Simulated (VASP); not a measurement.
# Si3N4 (P6_3/m) in VASP: a series of runs

Si3N4 is run at these levels: r2SCAN; tasks: single point.

Program: VASP 6.6.1. These are calculated values, not measurements. Logs are shortened: lines on timing, memory, paths and dates and some standing lists are left out, and cuts for length are marked.

### Step 1. The cell of the first run

The structure is hexagonal, space group P6_3/m (No. 176). Conventional cell: a = 7.682 Å, b = 7.682 Å, c = 2.895 Å, α = 90.00°, β = 90.00°, γ = 120.00°. Within 2.3 Å of Si (site symmetry m) lie 4 N at 1.74 to 1.75 Å. Within 2.3 Å of N (site symmetry -6) lie 3 Si at 1.74 Å. Within 2.3 Å of N (site symmetry m) lie 3 Si at 1.74 to 1.75 Å.

### Step 2. Single point, r2SCAN (epitaxial xy strain +1.0%)

File POSCAR:

```
Si3N4
1.0
    7.6817206964      0.0000000000      0.0000000000
   -3.8408603482      6.6525652678      0.0000000000
    0.0000000000      0.0000000000      2.8948339386
Si N
6 8
Direct
    0.2298742873      0.8233733104      0.7500000000
    0.4065009768      0.2298742873      0.2500000000
    0.8233733104      0.5934990232      0.2500000000
    0.1766266896      0.4065009768      0.7500000000
    0.5934990232      0.7701257127      0.7500000000
    0.7701257127      0.1766266896      0.2500000000
    0.3333333333      0.6666666667      0.7500000000
    0.6666666667      0.3333333333      0.2500000000
    0.9686652414      0.6694686315      0.7500000000
    0.2991966099      0.9686652414      0.2500000000
    0.6694686315      0.7008033901      0.2500000000
    0.3305313685      0.2991966099      0.7500000000
    0.0313347586      0.3305313685      0.2500000000
    0.7008033901      0.0313347586      0.7500000000
```

File INCAR.step1:

```
SYSTEM = Si3N4
PREC     = Accurate       ! precision mode
ENCUT    = 520            ! plane-wave cutoff, eV
ISMEAR   = 0              ! smearing method
SIGMA    = 0.01           ! smearing width, eV
LREAL    = .False.        ! projectors in reciprocal space
LASPH    = .True.         ! aspherical terms in the spheres
NELM     = 100            ! most SCF steps
NBANDS   = 45             ! bands
GGA      = PE             ! functional
ALGO     = Normal         ! electronic algorithm
EDIFF    = 1E-4           ! SCF threshold, eV
LWAVE    = .True.         ! write WAVECAR
LCHARG   = .False.        ! write CHGCAR
```

File INCAR.step2:

```
SYSTEM = Si3N4
PREC     = Accurate       ! precision mode
ENCUT    = 520            ! plane-wave cutoff, eV
EDIFF    = 1E-7           ! SCF threshold, eV
ISMEAR   = 0              ! smearing method
SIGMA    = 0.01           ! smearing width, eV
LREAL    = .False.        ! projectors in reciprocal space
LASPH    = .True.         ! aspherical terms in the spheres
NELM     = 100            ! most SCF steps
ALGO     = Normal         ! electronic algorithm
ISIF     = 2              ! what is computed and relaxed
LWAVE    = .False.        ! write WAVECAR
LCHARG   = .False.        ! write CHGCAR
METAGGA  = R2SCAN         ! meta-GGA
LMIXTAU  = .True.       
NBANDS   = 45             ! bands
ISTART   = 1
```

File KPOINTS:

```
Automatic mesh
0
Gamma
  6 6 8
  0 0 0
```

Potentials or basis: VASP PAW PBE potentials, release 64 (Si, N).

Run with:

```bash
> cat potpaw_PBE.64/Si/POTCAR potpaw_PBE.64/N/POTCAR > POTCAR
> cp INCAR.step1 INCAR
> mpirun -np 1 vasp_std > vasp.out
> cp INCAR.step2 INCAR
> mpirun -np 1 vasp_std > vasp.out
```

OUTCAR:

```text
SYSTEM = Si3N4
   PREC = Accurate
   ENCUT = 520
   EDIFF = 1E-7
   ISMEAR = 0
   LREAL = .False.
   LASPH = .True.
   NELM = 100
   ISIF = 2
   METAGGA = R2SCAN
   ISTART = 1

 ion  position               nearest neighbor table
   1  0.230  0.823  0.750-  10 1.74  10 1.74   7 1.74   9 1.75   4 3.02   5 3.02   3 3.07   3 3.07
                             2 3.07   2 3.07
   2  0.407  0.230  0.250-  12 1.74  12 1.74   8 1.74  10 1.75   3 3.02   6 3.02   4 3.07   4 3.07
                             1 3.07   1 3.07
   3  0.823  0.593  0.250-   9 1.74   9 1.74   8 1.74  11 1.75   6 3.02   2 3.02   5 3.07   5 3.07
                             1 3.07   1 3.07
   4  0.177  0.407  0.750-  13 1.74  13 1.74   7 1.74  12 1.75   1 3.02   5 3.02   2 3.07   2 3.07
                             6 3.07   6 3.07
   5  0.593  0.770  0.750-  11 1.74  11 1.74   7 1.74  14 1.75   4 3.02   1 3.02   3 3.07   3 3.07
                             6 3.07   6 3.07
   6  0.770  0.177  0.250-  14 1.74  14 1.74   8 1.74  13 1.75   3 3.02   2 3.02   4 3.07   4 3.07
                             5 3.07   5 3.07
   7  0.333  0.667  0.750-   1 1.74   4 1.74   5 1.74
   8  0.667  0.333  0.250-   6 1.74   3 1.74   2 1.74
   9  0.969  0.669  0.750-   3 1.74   3 1.74   1 1.75
  10  0.299  0.969  0.250-   1 1.74   1 1.74   2 1.75
  11  0.669  0.701  0.250-   5 1.74   5 1.74   3 1.75
  12  0.331  0.299  0.750-   2 1.74   2 1.74   4 1.75
  13  0.031  0.331  0.250-   4 1.74   4 1.74   6 1.75
  14  0.701  0.031  0.750-   6 1.74   6 1.74   5 1.75

  LATTYP: Found a hexagonal cell.
 ALAT       =     7.6817206964
 C/A-ratio  =     0.3768470702

  Lattice vectors:

 A1 = (   7.6817206964,   0.0000000000,   0.0000000000)
 A2 = (  -3.8408603482,   6.6525652678,   0.0000000000)
 A3 = (   0.0000000000,   0.0000000000,   2.8948339386)

Analysis of symmetry for initial positions (statically):
=====================================================================
 Subroutine PRICEL returns:
 Original cell was already a primitive cell.

 Routine SETGRP: Setting up the symmetry group for a
 hexagonal supercell.

 Subroutine GETGRP returns: Found 12 space group operations
 (whereof  6 operations were pure point group operations)
 out of a pool of 24 trial point group operations.

The static configuration has the point symmetry S_6 .
 The point group associated with its full space group is C_6h.

Analysis of symmetry for dynamics (positions and initial velocities):
=====================================================================
 Subroutine PRICEL returns:
 Original cell was already a primitive cell.

 Routine SETGRP: Setting up the symmetry group for a
 hexagonal supercell.

 Subroutine GETGRP returns: Found 12 space group operations
 (whereof  6 operations were pure point group operations)
 out of a pool of 24 trial point group operations.

The dynamic configuration has the point symmetry S_6 .
 The point group associated with its full space group is C_6h.

 Subroutine INISYM returns: Found 12 space group operations
 (whereof  6 operations are pure point group operations),
 and found     1 'primitive' translations

----------------------------------------------------------------------------------------

                                     Primitive cell

  volume of cell :     147.9351

  direct lattice vectors                    reciprocal lattice vectors
     7.681720696  0.000000000  0.000000000     0.130179167  0.075158977  0.000000000
    -3.840860348  6.652565268  0.000000000     0.000000000  0.150317954  0.000000000
     0.000000000  0.000000000  2.894833939     0.000000000  0.000000000  0.345442958

  length of vectors
     7.681720696  7.681720696  2.894833939     0.150317954  0.150317954  0.345442958

  position of ions in fractional coordinates (direct lattice)
     0.229874287  0.823373310  0.750000000
     0.406500977  0.229874287  0.250000000
     0.823373310  0.593499023  0.250000000
     0.176626690  0.406500977  0.750000000
     0.593499023  0.770125713  0.750000000
     0.770125713  0.176626690  0.250000000
[... 46 lines left out ...]
     AMIX_MAG =   1.60;   BMIX_MAG =  1.00
  volume/ion in A,a.u.               =      10.57        71.31
  Fermi-wavevector in a.u.,A,eV,Ry     =   1.238163  2.339788 20.858369  1.533047
  Thomas-Fermi vector in A             =   2.372700
   LORBIT       =      0    0 simple, 1 ext, 2 COOP (PROOUT), +10 PAW based schemes
   METAGGA = R2SCAN    functional components
   LHFCALC =     F    Hartree Fock is set to
   AEXX    =    0.0000 exact exchange contribution
   IVDW    =     0    specifies the selected vdW correction
   LEPSILON=     F    determine dielectric tensor
   LRPA    =     F    only Hartree local field effects (RPA)
 non-spin polarized calculation
 Gauss-broadening in eV      SIGMA  =   0.01
  energy-cutoff  :      520.00
  volume of cell :      147.94
 maximum number of plane-waves:      4013
 NGX is ok and might be reduce to    60
   NGX = 29   NGY = 29   NGZ = 11

 number of electron      63.9999990 magnetization

 Free energy of the ion-electron system (eV)
  ---------------------------------------------------
  ext. energy  EPLUGINS =         0.00000000
  ---------------------------------------------------
  free energy    TOTEN  =      -144.11413741 eV

  energy without entropy =     -144.11413741  energy(sigma->0) =     -144.11413741

 E-fermi :   6.4071     XC(G=0): -11.2935

 val. band max:        6.3357428858   @ k =   0.0000   0.0000   0.1250
 cond. band min:      11.4928579380   @ k =   0.0000   0.0000   0.0000
 fundamental gap:      5.1571150522
 Fermi energy:         6.4071493104

 k-point     1 :       0.0000    0.0000    0.0000
  band No.  band energies     occupation
      1     -12.6468      2.00000
      2     -11.2296      2.00000
      3     -11.2296      2.00000
      4     -10.5653      2.00000
      5     -10.4490      2.00000
      6     -10.4490      2.00000
[... 1117 lines left out ...]
     43      15.4543      0.00000
     44      15.4543      0.00000

 [... further k-points ...]

 [bands above 44 left out]

------------------------ aborting loop because EDIFF is reached ----------------------------------------

  FORCE on cell =-STRESS in cart. coord.  units (eV):
  Direction    XX          YY          ZZ          XY          YZ          ZX
  --------------------------------------------------------------------------------------
  -------------------------------------------------------------------------------------
  Total       -5.4881364     -5.4881364     -0.1550530      0.0000008     -0.0000000      0.0000000
  in kB      -59.4379974    -59.4379974     -1.6792654      0.0000083     -0.0000000      0.0000000
  external PRESSURE =     -40.1850868 kB  Pullay stress =       0.0000000 kB

 VOLUME and BASIS-vectors are now :
 -----------------------------------------------------------------------------
  energy-cutoff  :      520.00
  volume of cell :      147.94
      direct lattice vectors                 reciprocal lattice vectors
     7.681720696  0.000000000  0.000000000     0.130179167  0.075158977  0.000000000
    -3.840860348  6.652565268  0.000000000     0.000000000  0.150317954  0.000000000
     0.000000000  0.000000000  2.894833939     0.000000000  0.000000000  0.345442958

 POSITION                                       TOTAL-FORCE (eV/Angst)
 -----------------------------------------------------------------------------------
     -1.39663      5.47754      2.17113        -0.001953      0.000388     -0.000000
      2.23971      1.52925      0.72371        -0.001312     -0.001497      0.000000
      4.04538      3.94829      0.72371        -0.000640      0.001885     -0.000000
     -0.20452      2.70427      2.17113         0.000640     -0.001885      0.000000
      1.60115      5.12331      2.17113         0.001312      0.001497     -0.000000
      5.23749      1.17502      0.72371         0.001953     -0.000388      0.000000
     -0.00000      4.43504      2.17113         0.000000      0.000000      0.000000
      3.84086      2.21752      0.72371         0.000000      0.000000     -0.000000
      4.86968      4.45368      2.17113         0.000581      0.001109     -0.000000
     -1.42216      6.44411      0.72371        -0.000670      0.001058     -0.000000
      2.45098      4.66214      0.72371         0.001251      0.000052      0.000000
      1.38988      1.99042      2.17113        -0.001251     -0.000052     -0.000000
     -1.02882      2.19888      0.72371        -0.000581     -0.001109      0.000000
      5.26302      0.20846      2.17113         0.000670     -0.001058     -0.000000
 -----------------------------------------------------------------------------------
    total drift:                                0.000000     -0.000000      0.000000

  FREE ENERGIE OF THE ION-ELECTRON SYSTEM (eV)
  ---------------------------------------------------
  free  energy   TOTEN  =      -144.1141374055 eV

  energy  without entropy=     -144.1141374055  energy(sigma->0) =     -144.11413741
```

Wall time 12 min (1 thread of Intel Xeon 6975P-C, shared host); peak memory 0.42 GiB.

What came out:

* Free energy: -144.1141 eV
* Pressure: -4.0 GPa
* Band gap on the k mesh: 5.16 eV, indirect (least direct gap 5.26 eV)

Levels at points of the mesh, in eV from the valence-band top:
| k point | band 28 | band 29 | band 30 | band 31 | band 32 | band 33 | band 34 | band 35 | band 36 | band 37 |
| --- | --- | --- | --- | --- | --- | --- | --- | --- | --- | --- |
| (0.00, 0.00, 0.00) | -1.29 | -1.29 | -0.43 | -0.35 | -0.11 | 5.16 | 5.24 | 5.63 | 5.63 | 5.85 |
| (0.50, 0.00, 0.00) | -1.73 | -1.35 | -0.82 | -0.23 | -0.16 | 5.28 | 5.49 | 5.70 | 5.98 | 6.32 |
| (0.00, 0.00, 0.50) | -1.64 | -1.64 | -1.64 | -1.33 | -1.33 | 5.21 | 5.21 | 5.21 | 5.21 | 7.90 |
| (0.50, 0.00, 0.50) | -1.88 | -1.52 | -1.52 | -1.06 | -1.06 | 5.26 | 5.26 | 6.40 | 6.40 | 6.74 |

Caveat: the cell differs from its parent crystal (epitaxial xy strain +1.0%); the PAW data sets were made with another functional, which shifts forces and pressure a little. A k mesh can miss the band edges.

[end of part 1 of 2]
